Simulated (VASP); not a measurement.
# TiB4 (P-43m) in VASP: further runs, part 2 of 2

VASP 6.6.1. The steps go on from the part before.

## Step 4: Relaxation of cell and atoms, PBE

INCAR reads:

```
ALGO     = Normal         # electronic algorithm
EDIFF    = 1E-6           # SCF threshold, eV
EDIFFG   = -0.01          # ionic threshold
ENCUT    = 600            # plane-wave cutoff, eV
GGA      = PE             # functional
IBRION   = 2              # ionic algorithm
ISIF     = 3              # what is computed and relaxed
ISMEAR   = 0              # smearing method
LASPH    = T              # aspherical terms in the spheres
LCHARG   = F              # write CHGCAR
LREAL    = F              # projectors in reciprocal space
LWAVE    = F              # write WAVECAR
NELM     = 80             # most SCF steps
NSW      = 100            # ionic steps
PREC     = Accurate       # precision mode
SIGMA    = 0.1            # smearing width, eV
```

KPOINTS reads:

```
k-points
0
Gamma
  10 10 10
```

POSCAR reads:

```
TiB4
1.0
    3.7470016712      0.0000000000      0.0000000000
    0.0000000000      3.7470016712      0.0000000000
    0.0000000000      0.0000000000      3.7470016712
Ti B
1 4
Direct
    0.0000000000      0.0000000000      0.0000000000
    0.3370634230      0.3370634230      0.3370634230
    0.6629365770      0.6629365770      0.3370634230
    0.3370634230      0.6629365770      0.6629365770
    0.6629365770      0.3370634230      0.6629365770
```

Potentials or basis: VASP PAW PBE potentials, release 64 (Ti_sv, B).

The run is started by

```console
cat potpaw_PBE.64/Ti_sv/POTCAR potpaw_PBE.64/B/POTCAR > POTCAR
mpirun -np 1 vasp_std > vasp.out
```

OUTCAR:

```text
EDIFF = 1E-6
   EDIFFG = -0.01
   ENCUT = 600
   GGA = PE
   IBRION = 2
   ISIF = 3
   ISMEAR = 0
   LASPH = T
   LREAL = F
   NELM = 80
   NSW = 100
   PREC = Accurate

 ion  position               nearest neighbor table
   1  0.000  0.000  0.000-   2 2.19   3 2.19   4 2.19   5 2.19
   2  0.337  0.337  0.337-   3 1.73   4 1.73   5 1.73   1 2.19
   3  0.663  0.663  0.337-   2 1.73   4 1.73   5 1.73   1 2.19
   4  0.337  0.663  0.663-   2 1.73   3 1.73   5 1.73   1 2.19
   5  0.663  0.337  0.663-   2 1.73   3 1.73   4 1.73   1 2.19

  LATTYP: Found a simple cubic cell.
 ALAT       =     3.7470016712

  Lattice vectors:

 A1 = (   3.7470016712,   0.0000000000,   0.0000000000)
 A2 = (   0.0000000000,   3.7470016712,   0.0000000000)
 A3 = (   0.0000000000,   0.0000000000,   3.7470016712)

Analysis of symmetry for initial positions (statically):
[... 269 lines left out ...]
 E-fermi :   5.4215     XC(G=0): -11.1073

 val. band max:        5.4076166137   @ k =   0.5000   0.2000   0.1000
 cond. band min:       5.4302667062   @ k =   0.5000   0.5000   0.3000
 fundamental gap:      0.0226500925
 Fermi energy:         5.4214816366

 k-point     1 :       0.0000    0.0000    0.0000
  band No.  band energies     occupation
      1     -51.1636      2.00000
      2     -27.4114      2.00000
      3     -27.4114      2.00000
      4     -27.4114      2.00000
      5      -8.1540      2.00000
      6      -0.0133      2.00000
[... 433 lines left out ...]
      3     -27.4122      2.00000
      4     -27.4120      2.00000
      5      -7.6872      2.00000
      6      -1.6756      2.00000
[... 8 lines left out ...]
     15       6.8130      0.00000
     16       8.0045      0.00000

 [... further k-points ...]

------------------------ aborting loop because EDIFF is reached ----------------------------------------

  FORCE on cell =-STRESS in cart. coord.  units (eV):
  Direction    XX          YY          ZZ          XY          YZ          ZX
  --------------------------------------------------------------------------------------
  -------------------------------------------------------------------------------------
  Total       -0.0175984     -0.0175984     -0.0175984      0.0000000     -0.0000000      0.0000000
  in kB       -0.5356247     -0.5356247     -0.5356247      0.0000000     -0.0000000      0.0000000
  external PRESSURE =      -0.5356247 kB  Pullay stress =       0.0000000 kB
[... 20 lines left out ...]
  FREE ENERGIE OF THE ION-ELECTRON SYSTEM (eV)
  ---------------------------------------------------
  free  energy   TOTEN  =       -29.5139242422 eV

  energy  without entropy=      -29.4993872301  energy(sigma->0) =      -29.50665574

 reached required accuracy - stopping structural energy minimisation
```

OSZICAR:

```text
N       E                     dE             d eps       ncg     rms          rms(c)
DAV:   1     0.180043576642E+03    0.18004E+03   -0.12834E+04  1792   0.169E+03
DAV:   2    -0.151586778796E+02   -0.19520E+03   -0.19368E+03  1808   0.406E+02
DAV:   3    -0.350314747864E+02   -0.19873E+02   -0.19648E+02  3296   0.105E+02
[... 23 lines left out ...]
DAV:   2    -0.295142668185E+02    0.76354E-04   -0.97854E-03  2664   0.735E-01    0.124E-01
DAV:   3    -0.295139313179E+02    0.33550E-03   -0.29674E-03  2600   0.379E-01    0.281E-02
DAV:   4    -0.295139224807E+02    0.88372E-05   -0.84987E-05  2280   0.719E-02    0.609E-03
DAV:   5    -0.295139239511E+02   -0.14704E-05   -0.11085E-05  2328   0.219E-02    0.510E-03
DAV:   6    -0.295139242422E+02   -0.29104E-06   -0.19454E-07  1040   0.345E-03
   3 F= -.29513924E+02 E0= -.29506656E+02  d E =-.151414E-03
```

CONTCAR:

```text
TiB4
   1.00000000000000
     3.7477814762148416   -0.0000000000000000   -0.0000000000000000
    -0.0000000000000000    3.7477814762148416    0.0000000000000000
     0.0000000000000000    0.0000000000000000    3.7477814762148416
  Ti              B
     1     4
Direct
     0.0000000000000000    0.0000000000000000    0.0000000000000000
     0.3368778661407091    0.3368778661407091    0.3368778661407091
     0.6631221338592839    0.6631221338592839    0.3368778661407091
     0.3368778661407091    0.6631221338592839    0.6631221338592839
     0.6631221338592839    0.3368778661407091    0.6631221338592839

  0.00000000E+00  0.00000000E+00  0.00000000E+00
  0.00000000E+00  0.00000000E+00  0.00000000E+00
  0.00000000E+00  0.00000000E+00  0.00000000E+00
  0.00000000E+00  0.00000000E+00  0.00000000E+00
  0.00000000E+00  0.00000000E+00  0.00000000E+00
```

Wall time 60 s (1 thread of Intel Xeon Platinum 8559C (Emerald Rapids), shared host); peak memory 0.2 GiB.

Results:

```yaml
Free_energy: -29.5139 eV
Relaxed_volume: 10.53 Å³/atom
Relaxed_cell: a = 3.748 Å, b = 3.748 Å, c = 3.748 Å, α = 90.00°, β = 90.00°, γ = 90.00°
Space_group_after_relaxing_to_0.05_Å: P-43m (No. 215)
Energy_gained_by_relaxing: 0.0 meV/atom
Ionic_steps: 3
Pressure_after_relaxing: -0.1 GPa
Band_gap_on_the_k_mesh: zero (band 12 reaches 5.70 eV, above the bottom of band 13 at 5.08 eV)
```

Forces in eV/Å, atoms in the order of the input:
```
Ti   0.000  0.000  0.000
B   -0.002 -0.002 -0.002
B    0.002  0.002 -0.002
B   -0.002  0.002  0.002
B    0.002 -0.002  0.002
```

The path:
```
step  energy change (eV)  largest force (eV/Å)  pressure (GPa)  volume (Å³)
   1              0.0000                0.0575            0.15        52.61
   2              0.0001                0.0686           -0.21        52.68
   3             -0.0002                0.0026           -0.05        52.64
```

Final structure:
```xyz
5
Lattice="3.7478 0.0000 0.0000 0.0000 3.7478 0.0000 0.0000 0.0000 3.7478" Properties=species:S:1:pos:R:3 pbc="T T T"
Ti    0.0000    0.0000    0.0000
B     1.2625    1.2625    1.2625
B     2.4852    2.4852    1.2625
B     1.2625    2.4852    2.4852
B     2.4852    1.2625    2.4852
```

Levels at points of the mesh, in eV from the Fermi level:
```
           k point  band 10  band 11  band 12  band 13  band 14  band 15
(0.00, 0.00, 0.00)    -3.10    -3.10     0.08     0.08     0.08     2.90
(0.50, 0.00, 0.00)    -1.29    -0.56    -0.34    -0.34     0.74     1.01
(0.50, 0.50, 0.00)    -1.95    -1.36    -1.36     2.00     2.17     2.27
(0.50, 0.50, 0.50)    -2.42    -2.42     0.28     2.17     2.17     2.66
```
